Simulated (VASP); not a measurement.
# Ba3SbP (Pm-3m) in VASP: a series of runs

Runs on Ba3SbP. Level: PBE. Tasks: single point.

Everything below comes from runs of VASP 6.6.1. Logs are shortened: lines on timing, memory, paths and dates and some standing lists are left out, and cuts for length are marked.

### 1 The cell of the first run

It takes space group Pm-3m (No. 221, cubic). The conventional cell has a = 6.031 Å, b = 6.031 Å, c = 6.031 Å, α = 90.00°, β = 90.00°, γ = 90.00°. Ba (site symmetry 4/mmm) has 2 P at 3.02 Å within 4.0 Å. Within 5.6 Å of Sb (site symmetry m-3m) lie 12 Ba at 4.26 Å and 8 P at 5.22 Å. Within 4.0 Å of P (site symmetry m-3m) lie 6 Ba at 3.02 Å.

### 2 Single point, PBE

The input, INCAR:

```
ALGO = Normal
EDIFF = 1E-6
ENCUT = 520
GGA = PE
ISIF = 2
ISMEAR = 0
LASPH = T
LCHARG = F
LREAL = F
LWAVE = F
NBANDS = 28
NELM = 60
PREC = Accurate
SIGMA = 0.01
```

The input, KPOINTS:

```
k-points
0
Gamma
  4 4 4
```

The input, POSCAR:

```
Ba3SbP
1.0
    6.0305563720      0.0000000000      0.0000000000
    0.0000000000      6.0305563720      0.0000000000
    0.0000000000      0.0000000000      6.0305563720
Ba Sb P
3 1 1
Direct
    0.0000000000      0.5000000000      0.5000000000
    0.5000000000      0.0000000000      0.5000000000
    0.5000000000      0.5000000000      0.0000000000
    0.0000000000      0.0000000000      0.0000000000
    0.5000000000      0.5000000000      0.5000000000
```

Potentials or basis: VASP PAW PBE potentials, release 64 (Ba_sv, Sb, P).

Command:

```
$ cat potpaw_PBE.64/Ba_sv/POTCAR potpaw_PBE.64/Sb/POTCAR potpaw_PBE.64/P/POTCAR > POTCAR
$ mpirun -np 1 vasp_std > vasp.out
```

OUTCAR:

```text
EDIFF = 1E-6
   ENCUT = 520
   GGA = PE
   ISIF = 2
   ISMEAR = 0
   LASPH = T
   LREAL = F
   NELM = 60
   PREC = Accurate

 ion  position               nearest neighbor table
   1  0.000  0.500  0.500-   5 3.02   5 3.02   4 4.26   2 4.26   3 4.26   4 4.26   2 4.26   4 4.26
                             4 4.26   2 4.26   3 4.26   3 4.26   3 4.26   2 4.26
   2  0.500  0.000  0.500-   5 3.02   5 3.02   4 4.26   1 4.26   3 4.26   4 4.26   1 4.26   3 4.26
                             3 4.26   3 4.26   1 4.26   4 4.26   4 4.26   1 4.26
   3  0.500  0.500  0.000-   5 3.02   5 3.02   4 4.26   1 4.26   1 4.26   2 4.26   2 4.26   2 4.26
                             4 4.26   2 4.26   1 4.26   4 4.26   1 4.26   4 4.26
   4  0.000  0.000  0.000-   1 4.26   2 4.26   3 4.26   1 4.26   2 4.26   1 4.26   3 4.26   1 4.26
                             2 4.26   3 4.26   2 4.26   3 4.26
   5  0.500  0.500  0.500-   1 3.02   2 3.02   3 3.02   3 3.02   2 3.02   1 3.02

  LATTYP: Found a simple cubic cell.
 ALAT       =     6.0305563720

  Lattice vectors:

 A1 = (   6.0305563720,   0.0000000000,   0.0000000000)
 A2 = (   0.0000000000,   6.0305563720,   0.0000000000)
 A3 = (   0.0000000000,   0.0000000000,   6.0305563720)

Analysis of symmetry for initial positions (statically):
=====================================================================
 Subroutine PRICEL returns:
 Original cell was already a primitive cell.

 Routine SETGRP: Setting up the symmetry group for a
 simple cubic supercell.

 Subroutine GETGRP returns: Found 48 space group operations
 (whereof 48 operations were pure point group operations)
 out of a pool of 48 trial point group operations.

The static configuration has the point symmetry O_h .

Analysis of symmetry for dynamics (positions and initial velocities):
=====================================================================
 Subroutine PRICEL returns:
 Original cell was already a primitive cell.

 Routine SETGRP: Setting up the symmetry group for a
 simple cubic supercell.

 Subroutine GETGRP returns: Found 48 space group operations
 (whereof 48 operations were pure point group operations)
 out of a pool of 48 trial point group operations.

The dynamic configuration has the point symmetry O_h .

 Subroutine INISYM returns: Found 48 space group operations
 (whereof 48 operations are pure point group operations),
 and found     1 'primitive' translations

----------------------------------------------------------------------------------------

                                     Primitive cell

  volume of cell :     219.3169

  direct lattice vectors                    reciprocal lattice vectors
     6.030556372  0.000000000  0.000000000     0.165822179  0.000000000  0.000000000
     0.000000000  6.030556372  0.000000000     0.000000000  0.165822179  0.000000000
     0.000000000  0.000000000  6.030556372     0.000000000  0.000000000  0.165822179

  length of vectors
     6.030556372  6.030556372  6.030556372     0.165822179  0.165822179  0.165822179

  position of ions in fractional coordinates (direct lattice)
     0.000000000  0.500000000  0.500000000
     0.500000000  0.000000000  0.500000000
     0.500000000  0.500000000  0.000000000
     0.000000000  0.000000000  0.000000000
     0.500000000  0.500000000  0.500000000

  ion indices of the primitive-cell ions
   primitive index   ion index
                 1           1
                 2           2
                 3           3
                 4           4
                 5           5

----------------------------------------------------------------------------------------

 KPOINTS: k-points

Automatic generation of k-mesh.
 Grid dimensions read from file:
 generate k-points for:    4    4    4

 Generating k-lattice:

  Cartesian coordinates                     Fractional coordinates (reciprocal lattice)
     0.041455545  0.000000000  0.000000000     0.250000000  0.000000000  0.000000000
     0.000000000  0.041455545  0.000000000     0.000000000  0.250000000  0.000000000
     0.000000000  0.000000000  0.041455545     0.000000000  0.000000000  0.250000000

  Length of vectors
     0.041455545  0.041455545  0.041455545

  Shift w.r.t. Gamma in fractional coordinates (k-lattice)
     0.000000000  0.000000000  0.000000000

 Subroutine IBZKPT returns following result:
 ===========================================

 Found     10 irreducible k-points:

 Following reciprocal coordinates:
            Coordinates               Weight
  0.000000  0.000000  0.000000      1.000000
  0.250000  0.000000  0.000000      6.000000
  0.500000  0.000000  0.000000      3.000000
  0.250000  0.250000  0.000000     12.000000
  0.500000  0.250000  0.000000     12.000000
  0.500000  0.500000  0.000000      3.000000
  0.250000  0.250000  0.250000      8.000000
  0.500000  0.250000  0.250000     12.000000
  0.500000  0.500000  0.250000      6.000000
  0.500000  0.500000  0.500000      1.000000
   k-points           NKPTS =     10   k-points in BZ     NKDIM =     10   number of bands    NBANDS=     28
   number of dos      NEDOS =    301   number of ions     NIONS =      5
   total plane-waves  NPLWV = 110592
   dimension x,y,z NGX =    48 NGY =   48 NGZ =   48
   dimension x,y,z NGXF=    96 NGYF=   96 NGZF=   96
   ions per type =               3   1   1
   NGX,Y,Z   is equivalent  to a cutoff of  13.23, 13.23, 13.23 a.u.
   NGXF,Y,Z  is equivalent  to a cutoff of  26.46, 26.46, 26.46 a.u.
 SYSTEM =  unknown system
   PREC   = accura    normal or accurate (medium, high low for compatibility)
   ISTART =      0    job   : 0-new  1-cont  2-samecut
   ICHARG =      2    charge: 1-file 2-atom 10-const
   ISPIN  =      1    spin polarized calculation?
   LNONCOLLINEAR =      F non collinear calculations
   LSORBIT =      F    spin-orbit coupling
   LASPH  =      T    aspherical Exc in radial PAW
   ENCUT  =  520.0 eV  38.22 Ry    6.18 a.u.  11.21 11.21 11.21*2*pi/ulx,y,z
   NELM   =     60;   NELMIN=  2; NELMDL= -5     # of ELM steps
   EDIFF  = 0.1E-05   stopping-criterion for ELM
   LREAL  =      F    real-space projection
   EDIFFG = 0.1E-04   stopping-criterion for IOM
   NSW    =      0    number of steps for IOM
   IBRION =     -1    ionic relax: 0-MD 1-quasi-New 2-CG
   NFREE  =      0    steps in history (QN), initial steepest desc. (CG)
   ISIF   =      2    stress and relaxation
   ISYM   =      2    0-nonsym 1-usesym 2-fastsym
   POTIM  = 0.5000    time-step for ionic-motion
   TEBEG  =    0.0;   TEEND  =   0.0 temperature during run
   PSTRESS=    0.0 pullay stress
   NELECT =      40.0000    total number of electrons
   NUPDOWN=      -1.0000    fix difference up-down
   EMIN   =  10.00;   EMAX   =-10.00  energy-range for DOS
   EFERMI =   0.00;   METHOD = LEGACY
   ISMEAR =     0;   SIGMA  =   0.01  broadening in eV -4-tet -1-fermi 0-gaus
   EFERMI_NEDOS =   21; number of points for ismear=-14 and -15
   IALGO  =     38    algorithm
   IMIX   =      4    mixing-type and parameters
     AMIX     =   0.40;   BMIX     =  1.00
     AMIX_MAG =   1.60;   BMIX_MAG =  1.00
  volume/ion in A,a.u.               =      43.86       296.00
  Fermi-wavevector in a.u.,A,eV,Ry     =   0.928405  1.754431 11.727348  0.861936
  Thomas-Fermi vector in A             =   2.054578
   LORBIT       =      0    0 simple, 1 ext, 2 COOP (PROOUT), +10 PAW based schemes
   GGA     = PE    functional components
   LHFCALC =     F    Hartree Fock is set to
   AEXX    =    0.0000 exact exchange contribution
   IVDW    =     0    specifies the selected vdW correction
   LEPSILON=     F    determine dielectric tensor
   LRPA    =     F    only Hartree local field effects (RPA)
 non-spin polarized calculation
 Gauss-broadening in eV      SIGMA  =   0.01
  energy-cutoff  :      520.00
  volume of cell :      219.32
 maximum number of plane-waves:      5940
 NGX is ok and might be reduce to    48
   NGX = 23   NGY = 23   NGZ = 23

 number of electron      39.9999996 magnetization

 Free energy of the ion-electron system (eV)
  ---------------------------------------------------
  ext. energy  EPLUGINS =         0.00000000
  ---------------------------------------------------
  free energy    TOTEN  =       -19.42927025 eV

  energy without entropy =      -19.42927025  energy(sigma->0) =      -19.42927025

 E-fermi :   2.5373     XC(G=0):  -8.0201

 val. band max:        2.4834096332   @ k =   0.0000   0.0000   0.0000
 cond. band min:       2.8240044872   @ k =   0.0000   0.0000   0.0000
 fundamental gap:      0.3405948540
 Fermi energy:         2.5372953264

 k-point     1 :       0.0000    0.0000    0.0000
  band No.  band energies     occupation
      1     -25.7260      2.00000
      2     -25.6457      2.00000
      3     -25.6457      2.00000
      4     -11.2203      2.00000
      5     -11.2203      2.00000
      6     -11.2203      2.00000
[... 20 lines left out ...]
     27       5.7119      0.00000
     28       5.7119      0.00000

 k-point     2 :       0.2500    0.0000    0.0000
  band No.  band energies     occupation
      1     -25.7157      2.00000
      2     -25.6557      2.00000
      3     -25.6456      2.00000
      4     -11.1890      2.00000
      5     -11.1800      2.00000
      6     -11.1800      2.00000
[... 20 lines left out ...]
     27       5.2974      0.00000
     28       6.1659      0.00000

 k-point     3 :       0.5000    0.0000    0.0000
  band No.  band energies     occupation
      1     -25.6993      2.00000
      2     -25.6718      2.00000
      3     -25.6456      2.00000
      4     -11.1241      2.00000
      5     -11.1241      2.00000
      6     -11.0948      2.00000
[... 20 lines left out ...]
     27       4.9005      0.00000
     28       5.8247      0.00000

 k-point     4 :       0.2500    0.2500    0.0000
  band No.  band energies     occupation
      1     -25.7066      2.00000
      2     -25.6587      2.00000
      3     -25.6514      2.00000
      4     -11.3007      2.00000
      5     -11.1369      2.00000
      6     -11.0604      2.00000
[... 20 lines left out ...]
     27       5.6231      0.00000
     28       5.9925      0.00000

 k-point     5 :       0.5000    0.2500    0.0000
  band No.  band energies     occupation
      1     -25.6912      2.00000
      2     -25.6717      2.00000
      3     -25.6532      2.00000
      4     -11.3489      2.00000
      5     -11.1179      2.00000
      6     -11.0730      2.00000
[... 20 lines left out ...]
     27       5.4918      0.00000
     28       5.8519      0.00000

 k-point     6 :       0.5000    0.5000    0.0000
  band No.  band energies     occupation
      1     -25.6724      2.00000
      2     -25.6716      2.00000
      3     -25.6716      2.00000
      4     -11.4645      2.00000
      5     -11.1734      2.00000
      6     -10.9699      2.00000
[... 20 lines left out ...]
     27       5.5978      0.00000
     28       5.6690      0.00000

 k-point     7 :       0.2500    0.2500    0.2500
  band No.  band energies     occupation
      1     -25.6989      2.00000
      2     -25.6586      2.00000
      3     -25.6586      2.00000
      4     -11.4411      2.00000
      5     -11.0791      2.00000
      6     -11.0791      2.00000
[... 20 lines left out ...]
     27       5.6100      0.00000
     28       5.6100      0.00000

 k-point     8 :       0.5000    0.2500    0.2500
  band No.  band energies     occupation
      1     -25.6854      2.00000
      2     -25.6716      2.00000
      3     -25.6585      2.00000
      4     -11.5324      2.00000
      5     -11.1249      2.00000
      6     -11.0964      2.00000
[... 20 lines left out ...]
     27       5.6165      0.00000
     28       5.7299      0.00000

 k-point     9 :       0.5000    0.5000    0.2500
  band No.  band energies     occupation
      1     -25.6719      2.00000
      2     -25.6715      2.00000
      3     -25.6715      2.00000
      4     -11.6524      2.00000
      5     -11.1699      2.00000
      6     -11.1073      2.00000
[... 20 lines left out ...]
     27       5.1172      0.00000
     28       5.8799      0.00000

 k-point    10 :       0.5000    0.5000    0.5000
  band No.  band energies     occupation
      1     -25.6714      2.00000
      2     -25.6714      2.00000
      3     -25.6714      2.00000
      4     -11.7821      2.00000
      5     -11.1665      2.00000
      6     -11.1665      2.00000
[... 20 lines left out ...]
     27       4.8362      0.00000
     28       6.2762      0.00000

------------------------ aborting loop because EDIFF is reached ----------------------------------------

  FORCE on cell =-STRESS in cart. coord.  units (eV):
  Direction    XX          YY          ZZ          XY          YZ          ZX
  --------------------------------------------------------------------------------------
  -------------------------------------------------------------------------------------
  Total        1.4413773      1.4413773      1.4413773      0.0000000      0.0000000      0.0000000
  in kB       10.5297025     10.5297025     10.5297025      0.0000000      0.0000000      0.0000000
  external PRESSURE =      10.5297025 kB  Pullay stress =       0.0000000 kB

 VOLUME and BASIS-vectors are now :
 -----------------------------------------------------------------------------
  energy-cutoff  :      520.00
  volume of cell :      219.32
      direct lattice vectors                 reciprocal lattice vectors
     6.030556372  0.000000000  0.000000000     0.165822179  0.000000000  0.000000000
     0.000000000  6.030556372  0.000000000     0.000000000  0.165822179  0.000000000
     0.000000000  0.000000000  6.030556372     0.000000000  0.000000000  0.165822179

 POSITION                                       TOTAL-FORCE (eV/Angst)
 -----------------------------------------------------------------------------------
      0.00000      3.01528      3.01528         0.000000      0.000000      0.000000
      3.01528      0.00000      3.01528         0.000000      0.000000      0.000000
      3.01528      3.01528      0.00000         0.000000      0.000000      0.000000
      0.00000      0.00000      0.00000         0.000000      0.000000      0.000000
      3.01528      3.01528      3.01528         0.000000      0.000000      0.000000
 -----------------------------------------------------------------------------------
    total drift:                                0.000000     -0.000000     -0.000000

  FREE ENERGIE OF THE ION-ELECTRON SYSTEM (eV)
  ---------------------------------------------------
  free  energy   TOTEN  =       -19.4292702500 eV

  energy  without entropy=      -19.4292702500  energy(sigma->0) =      -19.42927025
```

Run time: 2 min. Hardware: 1 thread of Intel Xeon 8259CL, shared host; peak memory 0.35 GiB.

What came out:

- Free energy: -19.4293 eV
- Pressure: 1.1 GPa
- Band gap on the k mesh: 0.34 eV

Caveat: spin-orbit coupling is left out, which moves the levels of the heavy elements. A k mesh can miss the band edges.

(Continued in part 2 of 2.)
